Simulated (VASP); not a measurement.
# Co in VASP: notebook

Co is run at these levels: PBE; tasks: single point.

All numbers are computed with VASP 6.6.1; they aren't measurements. Logs are shortened: lines on timing, memory, paths and dates and some standing lists are left out, and cuts for length are marked.

## 1. The cell of the first run

The cell holds a wire with vacuum, 1 atom: a = 9.000 Å, b = 9.300 Å, c = 2.229 Å, α = 90.00°, β = 90.00°, γ = 90.00°.

## 2. Single point, PBE, collinear spin, ferromagnetic start

INCAR

```
SYSTEM = Co
ALGO = Normal
EDIFF = 1E-7
ENCUT = 520
GGA = PE
ISIF = 2
ISMEAR = 0
ISPIN = 2
LASPH = .TRUE.
LCHARG = .FALSE.
LMAXMIX = 4
LORBIT = 11
LREAL = .FALSE.
LWAVE = .FALSE.
MAGMOM = 1.84
NBANDS = 14
NELM = 150
PREC = Accurate
SIGMA = 0.05
```

KPOINTS

```
k-points
0
G
  1 1 29
  0 0 0
```

POSCAR

```
Co
1.0
    9.0000000000      0.0000000000      0.0000000000
    0.0000000000      9.3000000000      0.0000000000
    0.0000000000      0.0000000000      2.2289840199
Co
1
Direct
    0.5000000000      0.5000000000      0.0000000000
```

Potentials or basis: VASP PAW PBE potentials, release 64 (Co).

Started as:

```bash
$ cat potpaw_PBE.64/Co/POTCAR > POTCAR
$ mpirun -np 1 vasp_std > vasp.out
```

OUTCAR:

```text
SYSTEM = Co
   EDIFF = 1E-7
   ENCUT = 520
   GGA = PE
   ISIF = 2
   ISMEAR = 0
   ISPIN = 2
   LASPH = .TRUE.
   LORBIT = 11
   LREAL = .FALSE.
   NELM = 150
   PREC = Accurate

 ion  position               nearest neighbor table
   1  0.500  0.500  0.000-

  LATTYP: Found a simple orthorhombic cell.
 ALAT       =     2.2289840199
 B/A-ratio  =     4.0377140077
 C/A-ratio  =     4.1723044746

  Lattice vectors:

 A1 = (   0.0000000000,   0.0000000000,   2.2289840199)
 A2 = (   9.0000000000,   0.0000000000,   0.0000000000)
 A3 = (   0.0000000000,   9.3000000000,   0.0000000000)

Analysis of symmetry for initial positions (statically):
=====================================================================
 Subroutine PRICEL returns:
 Original cell was already a primitive cell.

 Routine SETGRP: Setting up the symmetry group for a
 simple orthorhombic supercell.

 Subroutine GETGRP returns: Found  8 space group operations
 (whereof  8 operations were pure point group operations)
 out of a pool of  8 trial point group operations.

The static configuration has the point symmetry D_2h.

Analysis of symmetry for dynamics (positions and initial velocities):
=====================================================================
 Subroutine PRICEL returns:
 Original cell was already a primitive cell.

 Routine SETGRP: Setting up the symmetry group for a
 simple orthorhombic supercell.

 Subroutine GETGRP returns: Found  8 space group operations
 (whereof  8 operations were pure point group operations)
 out of a pool of  8 trial point group operations.

The dynamic configuration has the point symmetry D_2h.

Analysis of structural, dynamic, and magnetic symmetry:
=====================================================================
 Subroutine PRICEL returns:
 Original cell was already a primitive cell.

 Routine SETGRP: Setting up the symmetry group for a
 simple orthorhombic supercell.

 Subroutine GETGRP returns: Found  8 space group operations
 (whereof  8 operations were pure point group operations)
 out of a pool of  8 trial point group operations.

The overall configuration has the point symmetry D_2h.

 Subroutine INISYM returns: Found  8 space group operations
 (whereof  8 operations are pure point group operations),
 and found     1 'primitive' translations

----------------------------------------------------------------------------------------

                                     Primitive cell

  volume of cell :     186.5660

  direct lattice vectors                    reciprocal lattice vectors
     9.000000000  0.000000000  0.000000000     0.111111111  0.000000000  0.000000000
     0.000000000  9.300000000  0.000000000     0.000000000  0.107526882  0.000000000
     0.000000000  0.000000000  2.228984020     0.000000000  0.000000000  0.448634890

  length of vectors
     9.000000000  9.300000000  2.228984020     0.111111111  0.107526882  0.448634890

  position of ions in fractional coordinates (direct lattice)
     0.500000000  0.500000000  0.000000000

  ion indices of the primitive-cell ions
   primitive index   ion index
                 1           1

----------------------------------------------------------------------------------------

 KPOINTS: k-points

Automatic generation of k-mesh.
 Grid dimensions read from file:
 generate k-points for:    1    1   29

 Generating k-lattice:

  Cartesian coordinates                     Fractional coordinates (reciprocal lattice)
     0.111111111  0.000000000  0.000000000     1.000000000  0.000000000  0.000000000
     0.000000000  0.107526882  0.000000000     0.000000000  1.000000000  0.000000000
     0.000000000  0.000000000  0.015470169     0.000000000  0.000000000  0.034482759

  Length of vectors
     0.111111111  0.107526882  0.015470169

  Shift w.r.t. Gamma in fractional coordinates (k-lattice)
     0.000000000  0.000000000  0.000000000

 Subroutine IBZKPT returns following result:
 ===========================================

 Found     15 irreducible k-points:

 Following reciprocal coordinates:
            Coordinates               Weight
  0.000000  0.000000  0.000000      1.000000
  0.000000  0.000000  0.034483      2.000000
  0.000000  0.000000  0.068966      2.000000
  0.000000  0.000000  0.103448      2.000000
  0.000000  0.000000  0.137931      2.000000
  0.000000  0.000000  0.172414      2.000000
  0.000000  0.000000  0.206897      2.000000
  0.000000  0.000000  0.241379      2.000000
  0.000000  0.000000  0.275862      2.000000
  0.000000  0.000000  0.310345      2.000000
  0.000000  0.000000  0.344828      2.000000
  0.000000  0.000000  0.379310      2.000000
  0.000000  0.000000  0.413793      2.000000
  0.000000  0.000000  0.448276      2.000000
  0.000000  0.000000  0.482759      2.000000
   k-points           NKPTS =     15   k-points in BZ     NKDIM =     15   number of bands    NBANDS=     14
   number of dos      NEDOS =    301   number of ions     NIONS =      1
   total plane-waves  NPLWV =  88200
   dimension x,y,z NGX =    70 NGY =   70 NGZ =   18
   dimension x,y,z NGXF=   140 NGYF=  140 NGZF=   36
   ions per type =               1
   NGX,Y,Z   is equivalent  to a cutoff of  12.93, 12.51, 13.43 a.u.
   NGXF,Y,Z  is equivalent  to a cutoff of  25.86, 25.03, 26.85 a.u.
 SYSTEM =  Co
   PREC   = accura    normal or accurate (medium, high low for compatibility)
   ISTART =      0    job   : 0-new  1-cont  2-samecut
   ICHARG =      2    charge: 1-file 2-atom 10-const
   ISPIN  =      2    spin polarized calculation?
   LNONCOLLINEAR =      F non collinear calculations
   LSORBIT =      F    spin-orbit coupling
   LASPH  =      T    aspherical Exc in radial PAW
   ENCUT  =  520.0 eV  38.22 Ry    6.18 a.u.  16.73 17.29  4.14*2*pi/ulx,y,z
   NELM   =    150;   NELMIN=  2; NELMDL= -5     # of ELM steps
   EDIFF  = 0.1E-06   stopping-criterion for ELM
   LREAL  =      F    real-space projection
   EDIFFG = 0.1E-05   stopping-criterion for IOM
   NSW    =      0    number of steps for IOM
   IBRION =     -1    ionic relax: 0-MD 1-quasi-New 2-CG
   NFREE  =      0    steps in history (QN), initial steepest desc. (CG)
   ISIF   =      2    stress and relaxation
   ISYM   =      2    0-nonsym 1-usesym 2-fastsym
   POTIM  = 0.5000    time-step for ionic-motion
   TEBEG  =    0.0;   TEEND  =   0.0 temperature during run
   PSTRESS=    0.0 pullay stress
   NELECT =       9.0000    total number of electrons
   NUPDOWN=      -1.0000    fix difference up-down
   EMIN   =  10.00;   EMAX   =-10.00  energy-range for DOS
   EFERMI =   0.00;   METHOD = LEGACY
   ISMEAR =     0;   SIGMA  =   0.05  broadening in eV -4-tet -1-fermi 0-gaus
   EFERMI_NEDOS =   21; number of points for ismear=-14 and -15
   IALGO  =     38    algorithm
   IMIX   =      4    mixing-type and parameters
     AMIX     =   0.40;   BMIX     =  1.00
     AMIX_MAG =   1.60;   BMIX_MAG =  1.00
  volume/ion in A,a.u.               =     186.57      1259.01
  Fermi-wavevector in a.u.,A,eV,Ry     =   0.595952  1.126187  4.832234  0.355159
  Thomas-Fermi vector in A             =   1.646113
   LORBIT       =     11    0 simple, 1 ext, 2 COOP (PROOUT), +10 PAW based schemes
   GGA     = PE    functional components
   LHFCALC =     F    Hartree Fock is set to
   AEXX    =    0.0000 exact exchange contribution
   IVDW    =     0    specifies the selected vdW correction
   LEPSILON=     F    determine dielectric tensor
   LRPA    =     F    only Hartree local field effects (RPA)
 spin polarized calculation
 Gauss-broadening in eV      SIGMA  =   0.05
  energy-cutoff  :      520.00
  volume of cell :      186.57
 maximum number of plane-waves:      5058
 NGX is ok and might be reduce to    70

 number of electron       8.9999999 magnetization       2.1752365

 Free energy of the ion-electron system (eV)
  ---------------------------------------------------
  ext. energy  EPLUGINS =         0.00000000
  ---------------------------------------------------
  free energy    TOTEN  =        -3.84728190 eV

  energy without entropy =       -3.84270595  energy(sigma->0) =       -3.84499392

 E-fermi :  -3.6191     XC(G=0):  -2.2956

 val. band max:       -3.6566455775   @ k =   0.0000   0.0000   0.2414
 cond. band min:      -3.5931993182   @ k =   0.0000   0.0000   0.1724
 fundamental gap:      0.0634462593
 Fermi energy:        -3.6190718496

 spin component 1

 k-point     1 :       0.0000    0.0000    0.0000
  band No.  band energies     occupation
      1      -8.2165      1.00000
      2      -6.0191      1.00000
      3      -6.0184      1.00000
      4      -5.7771      1.00000
      5      -4.5934      1.00000
      6      -4.5931      1.00000
      7      -1.6721      0.00000
      8      -1.6599      0.00000
      9       0.4352      0.00000
     10       1.3914      0.00000
     11       2.5631      0.00000
     12       2.5650      0.00000
     13       2.6616      0.00000
     14       3.0786      0.00000
[... 223 lines left out ...]
  band No.  band energies     occupation
      1      -6.8780      1.00000
      2      -6.8777      1.00000
      3      -5.5016      1.00000
      4      -5.5011      1.00000
      5      -4.6696      1.00000
      6       0.1223      0.00000
      7       3.5937      0.00000
      8       5.5695      0.00000
      9       5.5821      0.00000
     10       7.4372      0.00000
     11       7.5131      0.00000
     12       7.5490      0.00000
     13       8.3557      0.00000
     14       8.5336      0.00000
 Fermi energy:        -3.6190718496

 spin component 2

 k-point     1 :       0.0000    0.0000    0.0000
  band No.  band energies     occupation
      1      -7.1822      1.00000
      2      -4.6060      1.00000
      3      -3.9797      1.00000
      4      -3.9791      1.00000
      5      -2.4741      0.00000
      6      -2.4740      0.00000
      7      -1.4821      0.00000
      8      -1.4675      0.00000
      9       0.4088      0.00000
     10       1.3676      0.00000
     11       2.5047      0.00000
     12       2.5969      0.00000
     13       2.6132      0.00000
     14       3.0281      0.00000
[... 224 lines left out ...]
      1      -5.1674      1.00000
      2      -5.1672      1.00000
      3      -3.2976      0.00000
      4      -3.2972      0.00000
      5      -2.5870      0.00000
      6       0.3061      0.00000
      7       4.4255      0.00000
      8       5.9553      0.00000
      9       5.9728      0.00000
     10       7.3936      0.00000
     11       7.6444      0.00000
     12       7.6852      0.00000
     13       8.3012      0.00000
     14       8.5066      0.00000

------------------------ aborting loop because EDIFF is reached ----------------------------------------

  FORCE on cell =-STRESS in cart. coord.  units (eV):
  Direction    XX          YY          ZZ          XY          YZ          ZX
  --------------------------------------------------------------------------------------
  -------------------------------------------------------------------------------------
  Total       -0.0203801     -0.0148192     -1.3349620      0.0000000      0.0000000      0.0000000
  in kB       -0.1750188     -0.1272636    -11.4642878      0.0000000      0.0000000      0.0000000
  external PRESSURE =      -3.9221901 kB  Pullay stress =       0.0000000 kB

 VOLUME and BASIS-vectors are now :
 -----------------------------------------------------------------------------
  energy-cutoff  :      520.00
  volume of cell :      186.57
      direct lattice vectors                 reciprocal lattice vectors
     9.000000000  0.000000000  0.000000000     0.111111111  0.000000000  0.000000000
     0.000000000  9.300000000  0.000000000     0.000000000  0.107526882  0.000000000
     0.000000000  0.000000000  2.228984020     0.000000000  0.000000000  0.448634890

 POSITION                                       TOTAL-FORCE (eV/Angst)
 -----------------------------------------------------------------------------------
      4.50000      4.65000      0.00000         0.000000      0.000000      0.000000
 -----------------------------------------------------------------------------------
    total drift:                                0.000000      0.000000      0.000000

  FREE ENERGIE OF THE ION-ELECTRON SYSTEM (eV)
  ---------------------------------------------------
  free  energy   TOTEN  =        -3.8472818953 eV

  energy  without entropy=       -3.8427059507  energy(sigma->0) =       -3.84499392

 total charge

# of ion       s       p       d       tot
------------------------------------------
    1        0.512   0.131   7.240   7.884

 magnetization (x)

# of ion       s       p       d       tot
------------------------------------------
    1        0.039   0.005   2.083   2.127
```

Run time: 86 s. Hardware: 1 thread of Intel Xeon Platinum 8375C at 2.90GHz (Ice Lake), shared host; peak memory 0.35 GiB.

Results:

```yaml
Free_energy: -3.8473 eV
Net_moment: 2.18 μB per cell
Site_moments: Co +2.13 μB
Valence_electrons_inside_the_program's_atomic_spheres: Co 7.88
```

## 3. Single point, PBE, collinear spin, ferromagnetic start

INCAR

```
PREC = Accurate
ENCUT = 520
EDIFF = 1E-6
ISMEAR = 0
SIGMA = 0.05
LREAL = F
LASPH = T
NELM = 150
ALGO = Normal
ISIF = 2
LWAVE = F
LCHARG = F
ISPIN = 2
MAGMOM = 1.84
LORBIT = 11
LMAXMIX = 4
GGA = PE
NBANDS = 14
```

KPOINTS

```
regular mesh
0
Gamma
  1 1 29
```

POSCAR, as its differences from that of step 2:

```diff
@@ -4,3 +4,3 @@
     0.0000000000      9.3000000000      0.0000000000
-    0.0000000000      0.0000000000      2.2289840199
+    0.0000000000      0.0000000000      2.2297719601
 Co
```

Potentials or basis: VASP PAW PBE potentials, release 64 (Co).

Started as:

```bash
$ cat potpaw_PBE.64/Co/POTCAR > POTCAR
$ mpirun -np 1 vasp_std > vasp.out
```

Run time: 81 s. Hardware: 1 thread of Intel Xeon Platinum 8375C at 2.90GHz (Ice Lake), shared host; peak memory 0.34 GiB.

The run converged. Its results:

| Quantity | Value |
| --- | --- |
| Free energy | -3.8468 eV |
| Net moment | 2.18 μB per cell |
| Site moments | Co +2.13 μB |
| Valence electrons inside the program's atomic spheres | Co 7.88 |

Levels at points of the mesh, in eV from the Fermi level:
Spin up:
```tsv
k point	band 2	band 3	band 4	band 5	band 6	band 7	band 8	band 9	band 10	band 11
(0.00, 0.00, 0.00)	-2.40	-2.40	-2.16	-0.98	-0.98	1.95	1.96	4.05	5.01	6.18
```
Spin down:
```csv
k point,band 2,band 3,band 4,band 5,band 6,band 7
"(0.00, 0.00, 0.00)",-0.99,-0.36,-0.36,1.14,1.14,2.14
```

## 4. Single point, PBE, collinear spin, ferromagnetic start

This run uses another cell than the first one: it holds 2 atoms, not 1.

INCAR

```
ALGO = Normal
EDIFF = 1E-6
ENCUT = 520
GGA = PE
ISIF = 2
ISMEAR = 0
ISPIN = 2
LASPH = T
LCHARG = F
LMAXMIX = 4
LORBIT = 11
LREAL = F
LWAVE = F
MAGMOM = 1.84 1.84
NBANDS = 20
NELM = 150
PREC = Accurate
SIGMA = 0.05
```

KPOINTS

```
k-points
0
Gamma
  1 1 15
```

POSCAR

```
Co
1.0
    9.0000000000      0.0000000000      0.0000000000
    0.0000000000      9.3000000000      0.0000000000
    0.0000000000      0.0000000000      4.3518051410
Co
2
Direct
    0.5000000000      0.5000000000     -0.0058251061
    0.5000000000      0.5000000000      0.4708251061
```

Potentials or basis: VASP PAW PBE potentials, release 64 (Co).

Started as:

```bash
$ cat potpaw_PBE.64/Co/POTCAR > POTCAR
$ mpirun -np 1 vasp_std > vasp.out
```

OUTCAR:

```text
EDIFF = 1E-6
   ENCUT = 520
   GGA = PE
   ISIF = 2
   ISMEAR = 0
   ISPIN = 2
   LASPH = T
   LORBIT = 11
   LREAL = F
   NELM = 150
   PREC = Accurate

 ion  position               nearest neighbor table
   1  0.500  0.500  0.994-   2 2.07   2 2.28
   2  0.500  0.500  0.471-   1 2.07   1 2.28

  LATTYP: Found a simple orthorhombic cell.
 ALAT       =     4.3518051410
 B/A-ratio  =     2.0681073045
 C/A-ratio  =     2.1370442147

  Lattice vectors:

 A1 = (   0.0000000000,   0.0000000000,   4.3518051410)
 A2 = (   9.0000000000,   0.0000000000,   0.0000000000)
 A3 = (   0.0000000000,   9.3000000000,   0.0000000000)

Analysis of symmetry for initial positions (statically):
=====================================================================
 Subroutine PRICEL returns:
 Original cell was already a primitive cell.

 Routine SETGRP: Setting up the symmetry group for a
[... 366 lines left out ...]
  band No.  band energies     occupation
      1      -7.3372      1.00000
      2      -5.4284      1.00000
      3      -5.4284      1.00000
      4      -4.7643      1.00000
      5      -4.0971      1.00000
      6      -4.0964      1.00000
[... 173 lines left out ...]
     19       3.0881      0.00000
     20       3.6094      0.00000

------------------------ aborting loop because EDIFF is reached ----------------------------------------

  FORCE on cell =-STRESS in cart. coord.  units (eV):
  Direction    XX          YY          ZZ          XY          YZ          ZX
  --------------------------------------------------------------------------------------
  -------------------------------------------------------------------------------------
  Total       -0.0396728     -0.0281590     -0.1775730      0.0000000      0.0000000      0.0000000
  in kB       -0.1745054     -0.1238604     -0.7810747      0.0000000      0.0000000      0.0000000
  external PRESSURE =      -0.3598135 kB  Pullay stress =       0.0000000 kB

 VOLUME and BASIS-vectors are now :
 -----------------------------------------------------------------------------
  energy-cutoff  :      520.00
  volume of cell :      364.25
      direct lattice vectors                 reciprocal lattice vectors
     9.000000000  0.000000000  0.000000000     0.111111111  0.000000000  0.000000000
     0.000000000  9.300000000  0.000000000     0.000000000  0.107526882  0.000000000
     0.000000000  0.000000000  4.351805141     0.000000000  0.000000000  0.229789701

 POSITION                                       TOTAL-FORCE (eV/Angst)
 -----------------------------------------------------------------------------------
      4.50000      4.65000      4.32646         0.000000      0.000000     -0.005509
      4.50000      4.65000      2.04894         0.000000      0.000000      0.005509
 -----------------------------------------------------------------------------------
    total drift:                                0.000000      0.000000      0.000041

  FREE ENERGIE OF THE ION-ELECTRON SYSTEM (eV)
  ---------------------------------------------------
  free  energy   TOTEN  =        -7.7425393619 eV

  energy  without entropy=       -7.7368350555  energy(sigma->0) =       -7.73968721

 total charge

# of ion       s       p       d       tot
------------------------------------------
    1        0.538   0.155   7.246   7.938
    2        0.538   0.155   7.246   7.938
--------------------------------------------------
tot          1.075   0.309  14.492  15.876

 magnetization (x)

# of ion       s       p       d       tot
------------------------------------------
    1        0.055   0.013   2.090   2.158
    2        0.055   0.013   2.090   2.158
--------------------------------------------------
tot          0.110   0.025   4.181   4.317
```

OSZICAR:

```text
N       E                     dE             d eps       ncg     rms          rms(c)
DAV:   1     0.841193227627E+02    0.84119E+02   -0.49906E+03   640   0.598E+02
DAV:   2    -0.460272286746E+01   -0.88722E+02   -0.77541E+02   684   0.152E+02
[... 14 lines left out ...]
DAV:  17    -0.774239120543E+01   -0.96098E-04   -0.35096E-05   640   0.365E-02    0.544E-03
DAV:  18    -0.774249977281E+01   -0.10857E-03   -0.65012E-05   640   0.391E-02    0.268E-03
DAV:  19    -0.774251484059E+01   -0.15068E-04   -0.14464E-05   632   0.197E-02    0.147E-03
DAV:  20    -0.774253067905E+01   -0.15838E-04   -0.99768E-06   632   0.177E-02    0.943E-04
DAV:  21    -0.774253925967E+01   -0.85806E-05   -0.29998E-06   624   0.894E-03    0.131E-03
DAV:  22    -0.774253936190E+01   -0.10222E-06   -0.28960E-07   584   0.339E-03
   1 F= -.77425394E+01 E0= -.77396872E+01  d E =-.570431E-02  mag=     4.4811
```

Run time: 2 min. Hardware: 1 thread of Intel Xeon Platinum 8375C at 2.90GHz (Ice Lake), shared host; peak memory 0.52 GiB.

What came out:

* Free energy: -7.7425 eV
* Largest force: 0.006 eV/Å
* Net moment: 4.48 μB per cell
* Site moments: Co +2.16 μB
* Valence electrons inside the program's atomic spheres: Co 7.94

Forces in eV/Å, atoms in the order of the input:
```
Co   0.000  0.000 -0.006
Co   0.000  0.000  0.006
```

(Continued in part 2 of 2.)
